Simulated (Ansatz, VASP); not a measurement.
One calculation of MoS2, two programs

```
Mo S
1.0
     1.58675    0.91611    6.14367
    -1.58675    0.91611    6.14367
     0.00000   -1.83223    6.14367
Mo S
1 2
Direct
  0.00000 0.00000 0.00000
  0.74840 0.74840 0.74840
  0.58490 0.58490 0.58490
```

Change from the starting cell: volume scaled by 1.01, crystal datasets.

Alike in both runs: task electric field gradients; functional LDA; k mesh 15 × 15 × 15; occupations fermi-dirac, width 0.05 eV; no spin polarisation.

```csv
,VASP,Ansatz
version,VASP 6.6.1,Ansatz 0.2.0
potentials or method,"VASP PAW LDA potentials, release 64 (Mo_sv, S), cutoff 520 eV","all-electron PAW with datasets made for the crystal, scalar-relativistic"
```

```tsv
	VASP	Ansatz	Ansatz less VASP
pressure (GPa)	-0.1	-0.1	-0.06
traceless stress, the component that is largest in VASP (GPa)	4.64	4.67	+0.038
rms of the force components (eV/Å)	0.309	0.305	-0.0043
size of Vzz on the site where it differs most (V/Å²)	95.3	92.2	-3.12
```

LDA's correlation is that of Perdew and Zunger in VASP and of Perdew and Wang (1992) in Ansatz. Atom by atom the forces differ by 0.004 eV/Å (rms over components). Ansatz ran all-electron here, and VASP with PAW potentials.
